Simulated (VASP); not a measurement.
# Cu (Cmcm) in VASP: notebook, part 2 of 2

VASP 6.6.1. Earlier steps stand in the parts before.

### Step 4. Relaxation of cell and atoms, PBEsol, target pressure 10 GPa, at which the enthalpy is minimised

Input file INCAR:

```
SYSTEM = Cu
PREC = Accurate ; ENCUT = 600
EDIFF = 1E-7 ; ISMEAR = -1
SIGMA = 0.05 ; LREAL = .FALSE.
LASPH = .TRUE. ; NELM = 60
ALGO = Normal ; ISIF = 3
LWAVE = .FALSE. ; LCHARG = .FALSE.
GGA = PS ; IBRION = 2
NSW = 80 ; EDIFFG = -0.02
PSTRESS = 100.0
```

Input file KPOINTS:

```
Automatic mesh
0
G
  11 11 11
  0 0 0
```

Input file POSCAR:

```
Cu
1.0
    1.2184636900     -3.9763780104      0.0000000000
    1.2184636900      3.9763780104      0.0000000000
    0.0000000000      0.0000000000      2.4754955235
Cu
2
Direct
    0.8661333500      0.1338666500      0.7500000000
    0.1338666500      0.8661333500      0.2500000000
```

Potentials or basis: VASP PAW PBE potentials, release 64 (Cu).

Started as:

```
$ cat potpaw_PBE.64/Cu/POTCAR > POTCAR
$ mpirun -np 1 vasp_std > vasp.out
```

OUTCAR:

```text
SYSTEM = Cu
   PREC = Accurate
   ENCUT = 600
   EDIFF = 1E-7
   ISMEAR = -1
   LREAL = .FALSE.
   LASPH = .TRUE.
   NELM = 60
   ISIF = 3
   GGA = PS
   IBRION = 2
   NSW = 80
   EDIFFG = -0.02
   PSTRESS = 100.0

 ion  position               nearest neighbor table
   1  0.866  0.134  0.750-   2 2.46   2 2.46   2 2.54   2 2.54   2 2.54   2 2.54
   2  0.134  0.866  0.250-   1 2.46   1 2.46   1 2.54   1 2.54   1 2.54   1 2.54

  LATTYP: Found a base centered orthorhombic cell.
 ALAT       =     2.4369273800
 B/A-ratio  =     3.2634357864
 C/A-ratio  =     1.0158265461

  Lattice vectors:

 A1 = (   1.2184636900,  -3.9763780104,   0.0000000000)
 A2 = (   1.2184636900,   3.9763780104,   0.0000000000)
 A3 = (   0.0000000000,   0.0000000000,   2.4754955235)

Analysis of symmetry for initial positions (statically):
=====================================================================
 Subroutine PRICEL returns:
 Original cell was already a primitive cell.

 Routine SETGRP: Setting up the symmetry group for a
 base centered orthorhombic supercell.

 Subroutine GETGRP returns: Found  8 space group operations
 (whereof  4 operations were pure point group operations)
 out of a pool of  8 trial point group operations.

[... 353 lines left out ...]
--------------------------------------- Ionic step        6  -------------------------------------------

 number of electron      22.0000001 magnetization

 Free energy of the ion-electron system (eV)
  ---------------------------------------------------
  ext. energy  EPLUGINS =         0.00000000
  ---------------------------------------------------
  free energy    TOTEN  =        -8.26587002 eV

  energy without entropy =       -8.26223032  energy(sigma->0) =       -8.26405017

 E-fermi :   8.0412     XC(G=0): -13.1672

 val. band max:        8.0119811759   @ k =   0.4545   0.1818   0.0000
 cond. band min:       8.0540866950   @ k =  -0.4545   0.3636   0.4545
 fundamental gap:      0.0421055191
 Fermi energy:         8.0411675029

 k-point     1 :       0.0000    0.0000    0.0000
  band No.  band energies     occupation
      1      -1.7428      2.00000
      2       2.6839      2.00000
      3       3.5132      2.00000
      4       4.0228      2.00000
      5       4.7846      2.00000
      6       5.1275      2.00000
      7       5.5954      2.00000
      8       5.9096      2.00000
      9       6.1393      2.00000
     10       6.2835      2.00000
     11       6.5640      2.00000
     12       7.8318      1.97009
     13      13.2510      0.00000
     14      23.1561      0.00000
[... 401 lines left out ...]
      2       2.5809      2.00000
      3       3.4295      2.00000
      4       4.0826      2.00000
      5       4.9058      2.00000
      6       4.9893      2.00000
      7       5.3872      2.00000
      8       6.0972      2.00000
      9       6.1487      2.00000
     10       6.3263      2.00000
     11       6.3969      2.00000
     12       6.5117      2.00000
     13      15.4086      0.00000
     14      23.6559      0.00000
     15      25.7195      0.00000

 [... further k-points ...]

------------------------ aborting loop because EDIFF is reached ----------------------------------------

  FORCE on cell =-STRESS in cart. coord.  units (eV):
  Direction    XX          YY          ZZ          XY          YZ          ZX
  --------------------------------------------------------------------------------------
  -------------------------------------------------------------------------------------
  Total        1.4286666      1.4342442      1.4310756      0.0000000      0.0000000      0.0000000
  in kB      101.8563425    102.2539923    102.0280878      0.0000000      0.0000000      0.0000000
  external PRESSURE =       2.0461409 kB  Pullay stress =     100.0000000 kB
[... 21 lines left out ...]
  energy  without entropy=       -8.2622303211  energy(sigma->0) =       -8.26405017

  enthalpy is  TOTEN    =        -6.8632410003 eV   P V=        1.4026290158

 reached required accuracy - stopping structural energy minimisation
```

OSZICAR:

```text
N       E                     dE             d eps       ncg     rms          rms(c)
DAV:   1     0.126306589708E+03    0.12631E+03   -0.11753E+04  6695   0.289E+03
[... 52 lines left out ...]
   5 F= -.68632255E+01 E0= -.68614014E+01  d E =-.598013E-03
       N       E                     dE             d eps       ncg     rms          rms(c)
DAV:   1    -0.826591887953E+01    0.99160E-04   -0.81470E-03  7116   0.834E-01    0.522E-02
DAV:   2    -0.826589059947E+01    0.28280E-04   -0.21687E-04  9614   0.304E-01    0.294E-02
DAV:   3    -0.826587554344E+01    0.15056E-04   -0.27917E-05  8533   0.145E-01    0.168E-02
DAV:   4    -0.826587000307E+01    0.55404E-05   -0.92913E-06 10593   0.775E-02    0.148E-03
DAV:   5    -0.826587001607E+01   -0.12999E-07   -0.38336E-07  6263   0.798E-03
   6 F= -.68632410E+01 E0= -.68614212E+01  d E =-.613562E-03
```

CONTCAR:

```text
Cu
   1.00000000000000
     1.1902901946947750   -3.8834813314889529   -0.0000000000000000
     1.1902901946947750    3.8834813314889529    0.0000000000000000
     0.0000000000000000    0.0000000000000000    2.4308005600373512
  Cu
     2
Direct
     0.8667213739547379    0.1332786260452623    0.7500000000000000
     0.1332786260452623    0.8667213739547379    0.2500000000000000

  0.00000000E+00  0.00000000E+00  0.00000000E+00
  0.00000000E+00  0.00000000E+00  0.00000000E+00
```

Wall time 2.6 min (1 thread of Intel Xeon 6975P-C (Granite Rapids), shared host); peak memory 0.24 GiB.

Results:

```yaml
Free_energy: -8.2659 eV
Relaxed_volume: 11.24 Å³/atom
Relaxed_cell: a = 4.062 Å, b = 4.062 Å, c = 2.431 Å, α = 90.00°, β = 90.00°, γ = 145.92°
Space_group_after_relaxing_to_0.1_Å: Cmcm (No. 63)
Energy_change_on_relaxing_the_run_minimises_the_enthalpy: +20.3 meV/atom
Ionic_steps: 6
Pressure_after_relaxing: 10.2 GPa
Band_gap_on_the_k_mesh: zero (bands 11 and 12 overlap by 5.59 eV)
```

Step by step:
```
step  energy change (eV)  largest force (eV/Å)  pressure (GPa)  volume (Å³)
   1              0.0000                0.0008           -0.78        23.99
   2              0.1598                0.1763           22.50        21.29
   3              0.0385                0.0857            9.92        22.52
   4              0.0403                0.0877           10.19        22.49
   5              0.0406                0.0153           10.19        22.48
   6              0.0407                0.0013           10.20        22.47
```

Final structure:
```
Cu
1.0
     1.19029   -3.88348    0.00000
     1.19029    3.88348    0.00000
     0.00000    0.00000    2.43080
Cu
2
Direct
  0.86672 0.13328 0.75000
  0.13328 0.86672 0.25000
```

Caveat: the cell is relaxed towards a set pressure, so the run minimises the enthalpy, not the energy; the PAW data sets were made with another functional, which shifts forces and pressure a little.

### Step 5. The runs side by side

| cell | gap on the mesh (eV) | pressure (GPa) |
| --- | --- | --- |
| relaxed | none | 0.2 |
| relaxed to 5 GPa | none | 5.0 |
| relaxed to 10 GPa | none | 10.2 |

Alike in all rows: task relaxation of cell and atoms; level PBEsol; potentials or basis VASP PAW PBE potentials, release 64 (Cu); no spin polarisation; k mesh 11 × 11 × 11; cutoff (eV) 600; smearing fermi-dirac 0.05 eV.

Caveats: the PAW data sets were made with another functional, which shifts forces and pressure a little; the cell is relaxed towards a set pressure, so the run minimises the enthalpy, not the energy (at least some runs).

Absolute energies hang on the potentials; compare differences alone.

The gap in the log of VASP goes by the Fermi energy; the results here count the filled bands.